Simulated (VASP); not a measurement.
The system is Mg3O2.

```
Mg O
1.0
     1.55000    0.89489    7.93333
    -1.55000    0.89489    7.93333
     0.00000   -1.78979    7.93333
Mg O
3 2
Direct
  0.23200 0.23200 0.23200
  0.76800 0.76800 0.76800
  0.00000 0.00000 0.00000
  0.61600 0.61600 0.61600
  0.38400 0.38400 0.38400
```

- Program: VASP 6.6.1
- Task: relaxation of cell and atoms
- Functional: PBE
- Potentials or basis: VASP PAW PBE potentials, release 64 (Mg, O)
- Cutoff: 600 eV
- k mesh: 6 × 6 × 6
- Occupations: gaussian, width 0.2 eV
- Spin: no spin polarisation

At the start: pressure -2.9 GPa; volume 13.21 Å³/atom.

Problem. Where does the relaxation end?

Solution. Over 7 steps the energy falls by 77.1 meV/atom and the volume is 12.01 Å³/atom (-9.1 %); space group R-3m (No. 166, to 0.1 Å) before and after.

Step by step:
```
step  energy change (eV)  largest force (eV/Å)  pressure (GPa)  volume (Å³)
   1              0.0000                1.1220           -2.89        66.03
   2             -0.1472                0.8889           -1.69        63.77
   3             -0.2675                1.1238            2.15        59.75
   4             -0.3410                0.7972            1.79        59.20
   5             -0.3505                0.6249            1.79        58.90
   6             -0.3845                0.1000            0.29        59.86
   7             -0.3854                0.0258            0.02        60.04
```

Final structure:
```
Mg O
1.0
     1.52465    0.88026    7.45650
    -1.52465    0.88026    7.45650
     0.00000   -1.76051    7.45650
Mg O
3 2
Cartesian
  0.0000 0.0000 4.9957
  0.0000 0.0000 17.3738
  0.0000 0.0000 0.0000
  0.0000 0.0000 13.6999
  0.0000 0.0000 8.6696
```

Caveat: the k points lie up to 0.40 Å⁻¹ apart in the final cell, too coarse for converged energies and pressures of a metal.
